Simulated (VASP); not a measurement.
# BeS (sol) (F-43m) in VASP: a series of runs

The runs below take BeS (sol) through single point, relaxation of cell and atoms, with PBEsol.

Program: VASP 6.6.1. These are calculated values, not measurements. Logs are shortened: lines on timing, memory, paths and dates and some standing lists are left out, and cuts for length are marked.

### Step 1. The cell of the first run

It takes space group F-43m (No. 216, cubic). Conventional cell: a = 4.870 Å, b = 4.870 Å, c = 4.870 Å, α = 90.00°, β = 90.00°, γ = 90.00°. Be (site symmetry -43m) has 4 S at 2.11 Å within 2.8 Å. Within 2.8 Å of S (site symmetry -43m) lie 4 Be at 2.11 Å.

### Step 2. Single point, PBEsol

Input file INCAR:

```
SYSTEM = BeS
ALGO = Normal ; EDIFF = 1E-6
ENCUT = 600 ; GGA = PS
GGA_COMPAT = .False. ; ISIF = 2
ISMEAR = 0 ; LASPH = .True.
LCHARG = .False. ; LREAL = .False.
LWAVE = .False. ; NBANDS = 11
NELM = 120 ; PREC = Accurate
SIGMA = 0.1
```

Input file KPOINTS:

```
k-points
0
Gamma
  6 6 6
  0 0 0
```

Input file POSCAR:

```
BeS
1.0
    0.0000000000      2.4351516500      2.4351516500
    2.4351516500      0.0000000000      2.4351516500
    2.4351516500      2.4351516500      0.0000000000
Be S
1 1
Direct
    0.0000000000      0.0000000000      0.0000000000
    0.2500000000      0.2500000000      0.2500000000
```

Potentials or basis: VASP PAW PBE potentials, release 64 (Be, S).

The run is started by

```
cat potpaw_PBE.64/Be/POTCAR potpaw_PBE.64/S/POTCAR > POTCAR
mpirun -np 1 vasp_std > vasp.out
```

OUTCAR:

```text
SYSTEM = BeS
   EDIFF = 1E-6
   ENCUT = 600
   GGA = PS
   ISIF = 2
   ISMEAR = 0
   LASPH = .True.
   LREAL = .False.
   NELM = 120
   PREC = Accurate

 ion  position               nearest neighbor table
   1  0.000  0.000  0.000-   2 2.11   2 2.11   2 2.11   2 2.11
   2  0.250  0.250  0.250-   1 2.11   1 2.11   1 2.11   1 2.11

  LATTYP: Found a face centered cubic cell.
 ALAT       =     4.8703033000

  Lattice vectors:

 A1 = (   0.0000000000,   2.4351516500,   2.4351516500)
 A2 = (   2.4351516500,   0.0000000000,   2.4351516500)
 A3 = (   2.4351516500,   2.4351516500,   0.0000000000)

Analysis of symmetry for initial positions (statically):
=====================================================================
 Subroutine PRICEL returns:
 Original cell was already a primitive cell.

 Routine SETGRP: Setting up the symmetry group for a
 face centered cubic supercell.

 Subroutine GETGRP returns: Found 24 space group operations
 (whereof 24 operations were pure point group operations)
 out of a pool of 48 trial point group operations.

The static configuration has the point symmetry T_d .

Analysis of symmetry for dynamics (positions and initial velocities):
=====================================================================
 Subroutine PRICEL returns:
 Original cell was already a primitive cell.

 Routine SETGRP: Setting up the symmetry group for a
 face centered cubic supercell.

 Subroutine GETGRP returns: Found 24 space group operations
 (whereof 24 operations were pure point group operations)
 out of a pool of 48 trial point group operations.

The dynamic configuration has the point symmetry T_d .

 Subroutine INISYM returns: Found 24 space group operations
 (whereof 24 operations are pure point group operations),
 and found     1 'primitive' translations

----------------------------------------------------------------------------------------

                                     Primitive cell

  volume of cell :      28.8807

  direct lattice vectors                    reciprocal lattice vectors
     0.000000000  2.435151650  2.435151650    -0.205326021  0.205326021  0.205326021
     2.435151650  0.000000000  2.435151650     0.205326021 -0.205326021  0.205326021
     2.435151650  2.435151650  0.000000000     0.205326021  0.205326021 -0.205326021

  length of vectors
     3.443824490  3.443824490  3.443824490     0.355635101  0.355635101  0.355635101

  position of ions in fractional coordinates (direct lattice)
     0.000000000  0.000000000  0.000000000
     0.250000000  0.250000000  0.250000000

  ion indices of the primitive-cell ions
   primitive index   ion index
                 1           1
                 2           2

----------------------------------------------------------------------------------------

 KPOINTS: k-points

Automatic generation of k-mesh.
 Grid dimensions read from file:
 generate k-points for:    6    6    6

 Generating k-lattice:

  Cartesian coordinates                     Fractional coordinates (reciprocal lattice)
    -0.034221004  0.034221004  0.034221004     0.166666667  0.000000000  0.000000000
     0.034221004 -0.034221004  0.034221004     0.000000000  0.166666667  0.000000000
     0.034221004  0.034221004 -0.034221004     0.000000000  0.000000000  0.166666667

  Length of vectors
     0.059272517  0.059272517  0.059272517

  Shift w.r.t. Gamma in fractional coordinates (k-lattice)
     0.000000000  0.000000000  0.000000000

 Subroutine IBZKPT returns following result:
 ===========================================

 Found     16 irreducible k-points:

 Following reciprocal coordinates:
            Coordinates               Weight
  0.000000  0.000000  0.000000      1.000000
  0.166667  0.000000  0.000000      8.000000
  0.333333  0.000000  0.000000      8.000000
  0.500000  0.000000  0.000000      4.000000
  0.166667  0.166667  0.000000      6.000000
  0.333333  0.166667  0.000000     24.000000
[... 8 lines left out ...]
 -0.333333  0.333333  0.166667     24.000000
 -0.333333  0.500000  0.166667     12.000000
   k-points           NKPTS =     16   k-points in BZ     NKDIM =     16   number of bands    NBANDS=     11
   number of dos      NEDOS =    301   number of ions     NIONS =      2
   total plane-waves  NPLWV =  21952
   dimension x,y,z NGX =    28 NGY =   28 NGZ =   28
   dimension x,y,z NGXF=    56 NGYF=   56 NGZF=   56
   ions per type =               1   1
   NGX,Y,Z   is equivalent  to a cutoff of  13.52, 13.52, 13.52 a.u.
   NGXF,Y,Z  is equivalent  to a cutoff of  27.03, 27.03, 27.03 a.u.
 SYSTEM =  BeS
   PREC   = accura    normal or accurate (medium, high low for compatibility)
   ISTART =      0    job   : 0-new  1-cont  2-samecut
   ICHARG =      2    charge: 1-file 2-atom 10-const
   ISPIN  =      1    spin polarized calculation?
   LNONCOLLINEAR =      F non collinear calculations
   LSORBIT =      F    spin-orbit coupling
   LASPH  =      T    aspherical Exc in radial PAW
   ENCUT  =  600.0 eV  44.10 Ry    6.64 a.u.   6.88  6.88  6.88*2*pi/ulx,y,z
   NELM   =    120;   NELMIN=  2; NELMDL= -5     # of ELM steps
   EDIFF  = 0.1E-05   stopping-criterion for ELM
   LREAL  =      F    real-space projection
   EDIFFG = 0.1E-04   stopping-criterion for IOM
   NSW    =      0    number of steps for IOM
   IBRION =     -1    ionic relax: 0-MD 1-quasi-New 2-CG
   NFREE  =      0    steps in history (QN), initial steepest desc. (CG)
   ISIF   =      2    stress and relaxation
   ISYM   =      2    0-nonsym 1-usesym 2-fastsym
   POTIM  = 0.5000    time-step for ionic-motion
   TEBEG  =    0.0;   TEEND  =   0.0 temperature during run
   PSTRESS=    0.0 pullay stress
   NELECT =       8.0000    total number of electrons
   NUPDOWN=      -1.0000    fix difference up-down
   EMIN   =  10.00;   EMAX   =-10.00  energy-range for DOS
   EFERMI =   0.00;   METHOD = LEGACY
   ISMEAR =     0;   SIGMA  =   0.10  broadening in eV -4-tet -1-fermi 0-gaus
   EFERMI_NEDOS =   21; number of points for ismear=-14 and -15
   IALGO  =     38    algorithm
   IMIX   =      4    mixing-type and parameters
     AMIX     =   0.40;   BMIX     =  1.00
     AMIX_MAG =   1.60;   BMIX_MAG =  1.00
  volume/ion in A,a.u.               =      14.44        97.45
  Fermi-wavevector in a.u.,A,eV,Ry     =   1.067175  2.016668 15.495153  1.138862
  Thomas-Fermi vector in A             =   2.202783
   LORBIT       =      0    0 simple, 1 ext, 2 COOP (PROOUT), +10 PAW based schemes
   GGA     = PS    functional components
   LHFCALC =     F    Hartree Fock is set to
   AEXX    =    0.0000 exact exchange contribution
   IVDW    =     0    specifies the selected vdW correction
   LEPSILON=     F    determine dielectric tensor
   LRPA    =     F    only Hartree local field effects (RPA)
 non-spin polarized calculation
 Gauss-broadening in eV      SIGMA  =   0.10
  energy-cutoff  :      600.00
  volume of cell :       28.88
 maximum number of plane-waves:       982
   NGX = 13   NGY = 13   NGZ = 13

 number of electron       7.9999999 magnetization

 Free energy of the ion-electron system (eV)
  ---------------------------------------------------
  ext. energy  EPLUGINS =         0.00000000
  ---------------------------------------------------
  free energy    TOTEN  =       -10.55880085 eV

  energy without entropy =      -10.55880085  energy(sigma->0) =      -10.55880085

 E-fermi :   4.5393     XC(G=0):  -9.8494

 val. band max:        4.0169557307   @ k =   0.0000   0.0000   0.0000
 cond. band min:       6.9714426504   @ k =   0.5000   0.5000   0.0000
 fundamental gap:      2.9544869197
 Fermi energy:         4.5393197406

 k-point     1 :       0.0000    0.0000    0.0000
  band No.  band energies     occupation
      1      -9.6164      2.00000
      2       4.0170      2.00000
      3       4.0170      2.00000
      4       4.0170      2.00000
      5       9.6187      0.00000
      6       9.6310      0.00000
      7       9.6310      0.00000
      8       9.6310      0.00000
      9      16.7848      0.00000
     10      16.7848      0.00000
     11      18.5949      0.00000

 k-point     2 :       0.1667    0.0000    0.0000
  band No.  band energies     occupation
      1      -9.3078      2.00000
      2       2.1180      2.00000
      3       3.6929      2.00000
      4       3.6929      2.00000
      5       9.4642      0.00000
      6      10.1909      0.00000
      7      10.1909      0.00000
      8      11.6868      0.00000
      9      15.8252      0.00000
     10      15.8252      0.00000
     11      18.2828      0.00000

 k-point     3 :       0.3333    0.0000    0.0000
  band No.  band energies     occupation
      1      -8.5375      2.00000
      2      -0.5452      2.00000
      3       3.1936      2.00000
      4       3.1936      2.00000
      5       9.3894      0.00000
      6      10.6036      0.00000
      7      10.6036      0.00000
      8      14.1704      0.00000
      9      16.5541      0.00000
     10      16.5541      0.00000
     11      17.9835      0.00000

 k-point     4 :       0.5000    0.0000    0.0000
  band No.  band energies     occupation
      1      -8.0160      2.00000
      2      -1.7668      2.00000
      3       2.9906      2.00000
      4       2.9906      2.00000
      5       9.3485      0.00000
      6      10.5008      0.00000
      7      10.5008      0.00000
      8      14.9353      0.00000
      9      18.8825      0.00000
     10      18.8825      0.00000
     11      18.9270      0.00000
[... 127 lines left out ...]
 k-point    14 :       0.5000    0.3333    0.1667
  band No.  band energies     occupation
      1      -7.9697      2.00000
      2      -0.3671      2.00000
      3       1.0324      2.00000
      4       2.1103      2.00000
      5       9.6479      0.00000
      6      10.9284      0.00000
      7      11.7229      0.00000
      8      14.2051      0.00000
      9      16.4734      0.00000
     10      18.4767      0.00000
     11      20.5385      0.00000

 k-point    15 :      -0.3333    0.3333    0.1667
  band No.  band energies     occupation
      1      -7.5903      2.00000
      2      -0.8414      2.00000
      3       0.5801      2.00000
      4       1.6335      2.00000
      5      10.0606      0.00000
      6      10.9279      0.00000
      7      13.3675      0.00000
      8      14.1512      0.00000
      9      15.1147      0.00000
     10      19.3829      0.00000
     11      20.1669      0.00000

 k-point    16 :      -0.3333    0.5000    0.1667
  band No.  band energies     occupation
      1      -7.4376      2.00000
      2      -0.5692      2.00000
      3       0.6053      2.00000
      4       0.8240      2.00000
      5       9.0150      0.00000
      6      10.5894      0.00000
      7      13.8880      0.00000
      8      14.3998      0.00000
      9      18.2514      0.00000
     10      18.4201      0.00000
     11      20.9202      0.00000

------------------------ aborting loop because EDIFF is reached ----------------------------------------

  FORCE on cell =-STRESS in cart. coord.  units (eV):
  Direction    XX          YY          ZZ          XY          YZ          ZX
  --------------------------------------------------------------------------------------
  -------------------------------------------------------------------------------------
  Total       -0.2968224     -0.2968224     -0.2968224     -0.0000000     -0.0000000      0.0000000
  in kB      -16.4664200    -16.4664200    -16.4664200     -0.0000000     -0.0000000      0.0000000
  external PRESSURE =     -16.4664200 kB  Pullay stress =       0.0000000 kB

 VOLUME and BASIS-vectors are now :
 -----------------------------------------------------------------------------
  energy-cutoff  :      600.00
  volume of cell :       28.88
      direct lattice vectors                 reciprocal lattice vectors
     0.000000000  2.435151650  2.435151650    -0.205326021  0.205326021  0.205326021
     2.435151650  0.000000000  2.435151650     0.205326021 -0.205326021  0.205326021
     2.435151650  2.435151650  0.000000000     0.205326021  0.205326021 -0.205326021

 POSITION                                       TOTAL-FORCE (eV/Angst)
 -----------------------------------------------------------------------------------
      0.00000      0.00000      0.00000        -0.000000     -0.000000     -0.000000
      1.21758      1.21758      1.21758         0.000000      0.000000      0.000000
 -----------------------------------------------------------------------------------
    total drift:                               -0.000000     -0.000000     -0.000000

  FREE ENERGIE OF THE ION-ELECTRON SYSTEM (eV)
  ---------------------------------------------------
  free  energy   TOTEN  =       -10.5588008508 eV

  energy  without entropy=      -10.5588008508  energy(sigma->0) =      -10.55880085
```

Run time: 3.6 s. Hardware: 1 thread of Intel Xeon 6975P-C (Granite Rapids), shared host; peak memory 0.14 GiB.

What came out:

```yaml
Free_energy: -10.5588 eV
Pressure: -1.6 GPa
Band_gap_on_the_k_mesh: 2.95 eV, indirect (least direct gap 5.58 eV)
```

Levels at points of the mesh, in eV from the valence-band top:
| k point | band 1 | band 2 | band 3 | band 4 | band 5 | band 6 | band 7 | band 8 |
| --- | --- | --- | --- | --- | --- | --- | --- | --- |
| (0.00, 0.00, 0.00) | -13.63 | 0.00 | 0.00 | 0.00 | 5.60 | 5.61 | 5.61 | 5.61 |
| (0.50, 0.00, 0.00) | -12.03 | -5.78 | -1.03 | -1.03 | 5.33 | 6.48 | 6.48 | 10.92 |
| (0.50, 0.50, 0.00) | -11.50 | -5.01 | -2.63 | -2.63 | 2.95 | 4.82 | 12.65 | 12.65 |

Caveat: the PAW data sets were made with another functional, which shifts forces and pressure a little. PBEsol gaps usually lie below the measured ones, often by a third to a half.

### Step 3. Single point, PBEsol

This run uses another cell than the first one, of 14.15 Å³/atom, 0.980 times its volume.

Input file INCAR:

```
PREC = Accurate
ENCUT = 600
EDIFF = 1E-6
ISMEAR = 0
SIGMA = 0.02
LREAL = F
LASPH = T
NELM = 120
ALGO = Normal
ISIF = 2
LWAVE = F
LCHARG = T
GGA = PS
LELF = T
LVHAR = T
NBANDS = 11
GGA_COMPAT = F
```

Input file KPOINTS:

```
regular mesh
0
Gamma
  8 8 8
```

Input file POSCAR:

```
BeS
1.0
    0.0000000000      2.4188659091      2.4188659091
    2.4188659091      0.0000000000      2.4188659091
    2.4188659091      2.4188659091      0.0000000000
Be S
1 1
Direct
    0.0000000000      0.0000000000      0.0000000000
    0.2500000000      0.2500000000      0.2500000000
```

Potentials or basis: VASP PAW PBE potentials, release 64 (Be, S).

The run is started by

```
cat potpaw_PBE.64/Be/POTCAR potpaw_PBE.64/S/POTCAR > POTCAR
mpirun -np 1 vasp_std > vasp.out
```

Wall time 5.5 s (1 thread of Intel Xeon 6975P-C (Granite Rapids), shared host); peak memory 0.15 GiB.

Results (log left out):

* Free energy: -10.5643 eV
* Pressure: 0.2 GPa
* Band gap on the k mesh: 2.91 eV, indirect (least direct gap 5.61 eV)

Levels at points of the mesh, in eV from the valence-band top:
```csv
k point,band 2,band 3,band 4,band 5,band 6,band 7
"(0.00, 0.00, 0.00)",0.00,0.00,0.00,5.61,5.61,5.61
"(0.50, 0.00, 0.00)",-5.91,-1.05,-1.05,5.41,6.48,6.48
"(0.50, 0.50, 0.00)",-5.11,-2.70,-2.70,2.91,4.80,12.81
```

Caveat: the PAW data sets were made with another functional, which shifts forces and pressure a little. A k mesh can miss the band edges.

[end of part 1 of 2]
